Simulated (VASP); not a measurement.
PbSe: single point with PBE

Crystal: PbSe.

```
CELL_PARAMETERS angstrom
4.27355 0.00000 0.00000
-2.13677 3.70100 0.00000
0.00000 0.00000 7.55503
ATOMIC_POSITIONS crystal
Pb 0.00000 0.00000 0.00000
Pb 0.00000 0.00000 0.50000
Se 0.33333 0.66667 0.25000
Se 0.66667 0.33333 0.75000
```

| Property | Result |
| --- | --- |
| Program | VASP 6.6.1 |
| Task | single point |
| Functional | PBE |
| Potentials or basis | VASP PAW PBE potentials, release 64 (Pb_d, Se) |
| Cutoff | 520 eV |
| k mesh | 12 × 12 × 4 |
| Occupations | fermi-dirac, width 0.02 eV |
| Spin | no spin polarisation |
| Dipole correction | no |
| Further INCAR settings | ALGO = Normal; EDIFF = 1e-07; NBANDS = 28 |

```json
{
  "Pressure": "0.9 GPa",
  "Band gap on the k mesh": "0.03 eV (least direct gap 0.19 eV)"
}
```

Stress tensor (GPa, compression positive):
```
0.90 0.00 0.00
0.00 0.90 0.00
0.00 0.00 0.99
```

Levels at points of the mesh, in eV from the valence-band top:
```csv
k point,band 18,band 19,band 20,band 21,band 22,band 23
"(0.00, 0.00, 0.00)",-1.43,-1.43,-0.06,0.13,2.86,2.86
"(0.50, 0.00, 0.00)",-1.58,-1.52,-0.99,0.03,1.51,2.41
"(0.00, 0.00, 0.50)",-1.65,-1.58,-1.58,2.33,2.33,2.80
"(0.50, 0.00, 0.50)",-2.71,-2.49,-2.49,2.37,2.37,2.74
```

Wall time 78 s on 1 thread of Intel(R) Xeon(R) 6975P-C (Granite Rapids), on a shared host, peak memory 0.33 GiB.

Caveat: spin-orbit coupling is left out, which moves the levels of the heavy elements. A k mesh can miss the band edges.
